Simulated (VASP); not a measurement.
# Pd (Immm) in VASP: notebook

The runs below take Pd through single point, with PBE.

Everything below comes from runs of VASP 6.6.1. Logs are shortened: lines on timing, memory, paths and dates and some standing lists are left out, and cuts for length are marked.

### 1 The cell of the first run

Symmetry: Immm, No. 71, orthorhombic system. Conventional cell: a = 2.702 Å, b = 2.799 Å, c = 3.890 Å, α = 90.00°, β = 90.00°, γ = 90.00°. Pd (site symmetry mmm) has 12 Pd at 2.70 to 2.80 Å within 3.6 Å.

### 2 Single point, PBE (strain +0.0350 x Voigt [0, 0, 0, 0, 1, 0])

The input, INCAR:

```
SYSTEM = Pd
ALGO     = Fast           ! electronic algorithm
EDIFF    = 1E-6           ! SCF threshold, eV
ENCUT    = 520            ! plane-wave cutoff, eV
GGA      = PE             ! functional
ISIF     = 2              ! what is computed and relaxed
ISMEAR   = 0              ! smearing method
LASPH    = .TRUE.         ! aspherical terms in the spheres
LCHARG   = .FALSE.        ! write CHGCAR
LREAL    = .FALSE.        ! projectors in reciprocal space
LWAVE    = .FALSE.        ! write WAVECAR
NBANDS   = 11             ! bands
NELM     = 80             ! most SCF steps
PREC     = Accurate       ! precision mode
SIGMA    = 0.15           ! smearing width, eV
```

The input, KPOINTS:

```
k-points
0
G
  20 20 20
  0 0 0
```

The input, POSCAR:

```
Pd
1.0
    0.0340357500      1.9449000000      1.9449000000
    1.9789357500      0.0000000000      1.9789357500
    1.9449000000      1.9449000000      0.0340357500
Pd
1
Direct
    0.0000000000      0.0000000000      0.0000000000
```

Potentials or basis: VASP PAW PBE potentials, release 64 (Pd).

Launch:

```sh
> cat potpaw_PBE.64/Pd/POTCAR > POTCAR
> mpirun -np 1 vasp_std > vasp.out
```

OUTCAR:

```text
SYSTEM = Pd
   EDIFF = 1E-6
   ENCUT = 520
   GGA = PE
   ISIF = 2
   ISMEAR = 0
   LASPH = .TRUE.
   LREAL = .FALSE.
   NELM = 80
   PREC = Accurate

 ion  position               nearest neighbor table
   1  0.000  0.000  0.000-

  LATTYP: Found a body centered orthorhombic cell.
 ALAT       =     2.7023701382
 B/A-ratio  =     1.0356234097
 C/A-ratio  =     1.4394031169

  Lattice vectors:

 A1 = (   0.0340357500,  -1.9449000000,   1.9449000000)
 A2 = (  -0.0340357500,  -1.9449000000,  -1.9449000000)
 A3 = (   1.9449000000,   1.9449000000,   0.0340357500)

Analysis of symmetry for initial positions (statically):
=====================================================================
 Subroutine PRICEL returns:
 Original cell was already a primitive cell.

 Routine SETGRP: Setting up the symmetry group for a
 body centered orthorhombic supercell.

 Subroutine GETGRP returns: Found  8 space group operations
 (whereof  8 operations were pure point group operations)
 out of a pool of  8 trial point group operations.

The static configuration has the point symmetry D_2h.

Analysis of symmetry for dynamics (positions and initial velocities):
=====================================================================
 Subroutine PRICEL returns:
 Original cell was already a primitive cell.

 Routine SETGRP: Setting up the symmetry group for a
 body centered orthorhombic supercell.

 Subroutine GETGRP returns: Found  8 space group operations
 (whereof  8 operations were pure point group operations)
 out of a pool of  8 trial point group operations.

The dynamic configuration has the point symmetry D_2h.

 Subroutine INISYM returns: Found  8 space group operations
 (whereof  8 operations are pure point group operations),
 and found     1 'primitive' translations

----------------------------------------------------------------------------------------

                                     Primitive cell

  volume of cell :      14.7092

  direct lattice vectors                    reciprocal lattice vectors
     0.034035750  1.944900000  1.944900000    -0.261661706  0.257082626  0.261661706
     1.978935750  0.000000000  1.978935750     0.252661058 -0.257082626  0.252661058
     1.944900000  1.944900000  0.034035750     0.261661706  0.257082626 -0.261661706

[... 84 lines left out ...]
   NSW    =      0    number of steps for IOM
   IBRION =     -1    ionic relax: 0-MD 1-quasi-New 2-CG
   NFREE  =      0    steps in history (QN), initial steepest desc. (CG)
   ISIF   =      2    stress and relaxation
   ISYM   =      2    0-nonsym 1-usesym 2-fastsym
   POTIM  = 0.5000    time-step for ionic-motion
   TEBEG  =    0.0;   TEEND  =   0.0 temperature during run
   PSTRESS=    0.0 pullay stress
   NELECT =      10.0000    total number of electrons
   NUPDOWN=      -1.0000    fix difference up-down
   EMIN   =  10.00;   EMAX   =-10.00  energy-range for DOS
   EFERMI =   0.00;   METHOD = LEGACY
   ISMEAR =     0;   SIGMA  =   0.15  broadening in eV -4-tet -1-fermi 0-gaus
   EFERMI_NEDOS =   21; number of points for ismear=-14 and -15
   IALGO  =     68    algorithm
   IMIX   =      4    mixing-type and parameters
     AMIX     =   0.40;   BMIX     =  1.00
     AMIX_MAG =   1.60;   BMIX_MAG =  1.00
  volume/ion in A,a.u.               =      14.71        99.26
  Fermi-wavevector in a.u.,A,eV,Ry     =   1.439501  2.720262 28.193481  2.072162
  Thomas-Fermi vector in A             =   2.558349
   LORBIT       =      0    0 simple, 1 ext, 2 COOP (PROOUT), +10 PAW based schemes
   GGA     = PE    functional components
   LHFCALC =     F    Hartree Fock is set to
   AEXX    =    0.0000 exact exchange contribution
   IVDW    =     0    specifies the selected vdW correction
   LEPSILON=     F    determine dielectric tensor
   LRPA    =     F    only Hartree local field effects (RPA)
 non-spin polarized calculation
 RMM-DIIS sequential band-by-band and
 Gauss-broadening in eV      SIGMA  =   0.15
  energy-cutoff  :      520.00
  volume of cell :       14.71
 maximum number of plane-waves:       407
   NGX = 11   NGY = 11   NGZ = 11

 number of electron      10.0000002 magnetization

 Free energy of the ion-electron system (eV)
  ---------------------------------------------------
  ext. energy  EPLUGINS =         0.00000000
  ---------------------------------------------------
  free energy    TOTEN  =        -5.21161817 eV

  energy without entropy =       -5.18522019  energy(sigma->0) =       -5.19841918

 E-fermi :   9.8240     XC(G=0): -13.2027

 val. band max:        9.8239772297   @ k =  -0.4500   0.2500  -0.0000
 cond. band min:       9.8239922897   @ k =   0.0500   0.4000   0.0500
 fundamental gap:      0.0000150600
 Fermi energy:         9.8239801764

 k-point     1 :       0.0000    0.0000    0.0000
  band No.  band energies     occupation
      1       2.6695      2.00000
      2       6.8169      2.00000
      3       6.9377      2.00000
      4       7.1368      2.00000
      5       8.5982      2.00000
      6       8.6092      2.00000
      7      27.0004      0.00000
      8      31.2463      0.00000
      9      31.8468      0.00000
     10      32.4144      0.00000
     11      36.9797      0.00000
[... 309 lines left out ...]
 k-point    24 :      -0.4000    0.0500    0.0000
  band No.  band energies     occupation
      1       4.6309      2.00000
      2       6.8090      2.00000
      3       7.1457      2.00000
      4       9.0970      2.00000
      5       9.5568      1.98824
      6      10.5985      0.00000
      7      18.8592      0.00000
      8      26.5243      0.00000
      9      30.1865      0.00000
     10      31.6400      0.00000
     11      36.7523      0.00000

 [... further k-points ...]

------------------------ aborting loop because EDIFF is reached ----------------------------------------

  FORCE on cell =-STRESS in cart. coord.  units (eV):
  Direction    XX          YY          ZZ          XY          YZ          ZX
  --------------------------------------------------------------------------------------
  -------------------------------------------------------------------------------------
  Total        0.7165512      0.6672037      0.7165512      0.0000000      0.0000000     -0.2644157
  in kB       78.0492943     72.6741969     78.0492943      0.0000000      0.0000000    -28.8010966
  external PRESSURE =      76.2575952 kB  Pullay stress =       0.0000000 kB

 VOLUME and BASIS-vectors are now :
 -----------------------------------------------------------------------------
  energy-cutoff  :      520.00
  volume of cell :       14.71
      direct lattice vectors                 reciprocal lattice vectors
     0.034035750  1.944900000  1.944900000    -0.261661706  0.257082626  0.261661706
     1.978935750  0.000000000  1.978935750     0.252661058 -0.257082626  0.252661058
     1.944900000  1.944900000  0.034035750     0.261661706  0.257082626 -0.261661706

 POSITION                                       TOTAL-FORCE (eV/Angst)
 -----------------------------------------------------------------------------------
      0.00000      0.00000      0.00000         0.000000      0.000000      0.000000
 -----------------------------------------------------------------------------------
    total drift:                                0.000000      0.000000     -0.000000

  FREE ENERGIE OF THE ION-ELECTRON SYSTEM (eV)
  ---------------------------------------------------
  free  energy   TOTEN  =        -5.2116181670 eV

  energy  without entropy=       -5.1852201868  energy(sigma->0) =       -5.19841918
```

Run time: 1.9 min. Hardware: 1 thread of Intel Xeon Platinum 8488C (Sapphire Rapids), shared host; peak memory 0.29 GiB.

Results:

* Free energy: -5.2116 eV
* Pressure: 7.6 GPa
* Band gap on the k mesh: zero (band 5 reaches 10.14 eV, above the bottom of band 6 at 8.49 eV)

Caveat: the cell differs from its parent crystal (strain +0.0350 x Voigt [0, 0, 0, 0, 1, 0]).

### 3 Single point, PBE (strain +0.0250 x Voigt [0, 0, 0, 0, 1, 0])

The input, INCAR:

```
SYSTEM = Pd
PREC = Accurate
ENCUT = 520
EDIFF = 1E-6
ISMEAR = 0
SIGMA = 0.15
LREAL = .FALSE.
LASPH = .TRUE.
NELM = 100
ALGO = Fast
ISIF = 2
LWAVE = .FALSE.
LCHARG = .FALSE.
GGA = PE
NBANDS = 11
```

The input, KPOINTS:

```
regular mesh
0
G
  20 20 20
  0 0 0
```

The input, POSCAR:

```
Pd
1.0
    0.0243112500      1.9449000000      1.9449000000
    1.9692112500      0.0000000000      1.9692112500
    1.9449000000      1.9449000000      0.0243112500
Pd
1
Direct
    0.0000000000      0.0000000000      0.0000000000
```

Potentials or basis: VASP PAW PBE potentials, release 64 (Pd).

Launch:

```sh
> cat potpaw_PBE.64/Pd/POTCAR > POTCAR
> mpirun -np 1 vasp_std > vasp.out
```

Wall time 1.8 min (1 thread of Intel Xeon Platinum 8488C (Sapphire Rapids), shared host); peak memory 0.29 GiB.

The run converged. Its results:

```yaml
Free_energy: -5.2140 eV
Pressure: 7.5 GPa
Band_gap_on_the_k_mesh: zero (band 5 reaches 10.13 eV, above the bottom of band 6 at 8.49 eV)
```

Stress tensor (GPa, compression positive):
```
 7.60  0.00 -2.04
 0.00  7.32  0.00
-2.04  0.00  7.60
```

Levels at points of the mesh, in eV from the Fermi level:
| k point | band 1 | band 2 | band 3 | band 4 | band 5 | band 6 | band 7 | band 8 | band 9 | band 10 |
| --- | --- | --- | --- | --- | --- | --- | --- | --- | --- | --- |
| (0.00, 0.00, 0.00) | -7.15 | -2.96 | -2.87 | -2.73 | -1.23 | -1.22 | 17.19 | 21.58 | 22.01 | 22.42 |
| (0.50, 0.00, 0.00) | -5.31 | -3.02 | -2.80 | -0.06 | 0.04 | 1.13 | 7.53 | 16.45 | 20.77 | 21.13 |
| (0.00, 0.50, 0.00) | -5.32 | -3.00 | -2.78 | -0.09 | 0.00 | 0.91 | 7.17 | 16.67 | 21.16 | 21.52 |
| (0.50, 0.50, 0.00) | -5.41 | -5.12 | -0.07 | 0.29 | 0.30 | 3.36 | 10.81 | 13.23 | 13.24 | 21.62 |
| (0.50, 0.00, 0.50) | -5.42 | -5.12 | -0.05 | 0.28 | 0.31 | 3.36 | 10.80 | 12.76 | 13.72 | 21.26 |

Caveat: the cell differs from its parent crystal (strain +0.0250 x Voigt [0, 0, 0, 0, 1, 0]).

### 4 Single point, PBE (strain +0.0150 x Voigt [0, 0, 0, 0, 1, 0])

The input, INCAR:

```
SYSTEM = Pd
ALGO     = Fast           ! electronic algorithm
EDIFF    = 1E-6           ! SCF threshold, eV
ENCUT    = 520            ! plane-wave cutoff, eV
GGA      = PE             ! functional
ISIF     = 2              ! what is computed and relaxed
ISMEAR   = 0              ! smearing method
LASPH    = .TRUE.         ! aspherical terms in the spheres
LCHARG   = .FALSE.        ! write CHGCAR
LREAL    = .FALSE.        ! projectors in reciprocal space
LWAVE    = .FALSE.        ! write WAVECAR
NBANDS   = 11             ! bands
NELM     = 60             ! most SCF steps
PREC     = Accurate       ! precision mode
SIGMA    = 0.15           ! smearing width, eV
```

The input, KPOINTS:

```
k-points
0
G
  20 20 20
  0 0 0
```

The input, POSCAR:

```
Pd
1.0
    0.0145867500      1.9449000000      1.9449000000
    1.9594867500      0.0000000000      1.9594867500
    1.9449000000      1.9449000000      0.0145867500
Pd
1
Direct
    0.0000000000      0.0000000000      0.0000000000
```

Launch:

```sh
> cat potpaw_PBE.64/Pd/POTCAR > POTCAR
> mpirun -np 1 vasp_std > vasp.out
```

Run time: 1.7 min. Hardware: 1 thread of Intel Xeon Platinum 8488C (Sapphire Rapids), shared host; peak memory 0.29 GiB.

The run converged. Its results:

| Property | Result |
| --- | --- |
| Free energy | -5.2155 eV |
| Pressure | 7.4 GPa |
| Band gap on the k mesh | zero (band 5 reaches 10.12 eV, above the bottom of band 6 at 8.50 eV) |

Stress tensor (GPa, compression positive):
```
 7.45  0.00 -1.21
 0.00  7.35  0.00
-1.21  0.00  7.45
```

Levels at points of the mesh, in eV from the Fermi level:
```
           k point  band 2  band 3  band 4  band 5  band 6  band 7  band 8  band 9
(0.00, 0.00, 0.00)   -2.92   -2.86   -2.78   -1.23   -1.23   17.20   21.75   22.00
(0.50, 0.00, 0.00)   -2.97   -2.84   -0.04    0.02    1.08    7.46   16.49   20.92
(0.00, 0.50, 0.00)   -2.96   -2.82   -0.07   -0.01    0.95    7.24   16.63   21.15
(0.50, 0.50, 0.00)   -5.12   -0.06    0.29    0.30    3.36   10.81   13.23   13.23
(0.50, 0.00, 0.50)   -5.12   -0.05    0.28    0.30    3.36   10.80   12.95   13.52
```

Caveat: the cell differs from its parent crystal (strain +0.0150 x Voigt [0, 0, 0, 0, 1, 0]).

### 5 Single point, PBE (strain +0.0050 x Voigt [0, 0, 0, 0, 1, 0])

The input, INCAR:

```
SYSTEM = Pd
PREC = Accurate
ENCUT = 520
EDIFF = 1E-6
ISMEAR = 0
SIGMA = 0.15
LREAL = .FALSE.
LASPH = .TRUE.
NELM = 80
ALGO = Fast
ISIF = 2
LWAVE = .FALSE.
LCHARG = .FALSE.
GGA = PE
NBANDS = 11
```

The input, KPOINTS:

```
regular mesh
0
G
  20 20 20
  0 0 0
```

The input, POSCAR:

```
Pd
1.0
    0.0048622500      1.9449000000      1.9449000000
    1.9497622500      0.0000000000      1.9497622500
    1.9449000000      1.9449000000      0.0048622500
Pd
1
Direct
    0.0000000000      0.0000000000      0.0000000000
```

Launch:

```sh
> cat potpaw_PBE.64/Pd/POTCAR > POTCAR
> mpirun -np 1 vasp_std > vasp.out
```

It took 2.2 min on 1 thread of Intel Xeon Platinum 8488C (Sapphire Rapids), shared host; peak memory 0.29 GiB.

It converged, with:

```yaml
Free_energy: -5.2163 eV
Pressure: 7.4 GPa
Band_gap_on_the_k_mesh: zero (band 5 reaches 10.11 eV, above the bottom of band 6 at 8.51 eV)
```

Stress tensor (GPa, compression positive):
```
 7.38  0.00 -0.40
 0.00  7.37  0.00
-0.40  0.00  7.38
```

Levels at points of the mesh, in eV from the Fermi level:
| k point | band 2 | band 3 | band 4 | band 5 | band 6 | band 7 | band 8 | band 9 |
| --- | --- | --- | --- | --- | --- | --- | --- | --- |
| (0.00, 0.00, 0.00) | -2.87 | -2.85 | -2.83 | -1.23 | -1.23 | 17.20 | 21.91 | 21.99 |
| (0.50, 0.00, 0.00) | -2.92 | -2.88 | -0.03 | -0.01 | 1.04 | 7.38 | 16.54 | 21.07 |
| (0.00, 0.50, 0.00) | -2.92 | -2.87 | -0.04 | -0.02 | 1.00 | 7.31 | 16.58 | 21.14 |
| (0.50, 0.50, 0.00) | -5.12 | -0.05 | 0.29 | 0.29 | 3.36 | 10.80 | 13.23 | 13.23 |
| (0.50, 0.00, 0.50) | -5.12 | -0.05 | 0.29 | 0.29 | 3.36 | 10.80 | 13.14 | 13.33 |

Caveat: the cell differs from its parent crystal (strain +0.0050 x Voigt [0, 0, 0, 0, 1, 0]).

### 6 The runs side by side

```tsv
cell	gap on the mesh (eV)	pressure (GPa)
a = 2.751, b = 2.799 Å, angles 59.4, 58.8, 59.4°, 1 atom	none	7.6
a = 2.751, b = 2.785 Å, angles 59.6, 59.2, 59.6°, 1 atom	none	7.5
a = 2.751, b = 2.771 Å, angles 59.8, 59.5, 59.8°, 1 atom	none	7.4
a = 2.751, b = 2.757 Å, angles 59.9, 59.8, 59.9°, 1 atom	none	7.4
```

Alike in all rows: task single point; level PBE; potentials or basis VASP PAW PBE potentials, release 64 (Pd); no spin polarisation; k mesh 20 × 20 × 20; cutoff (eV) 520; smearing gaussian 0.15 eV.

Total energies depend on the potentials used, so only differences within one code and one set of settings carry meaning.
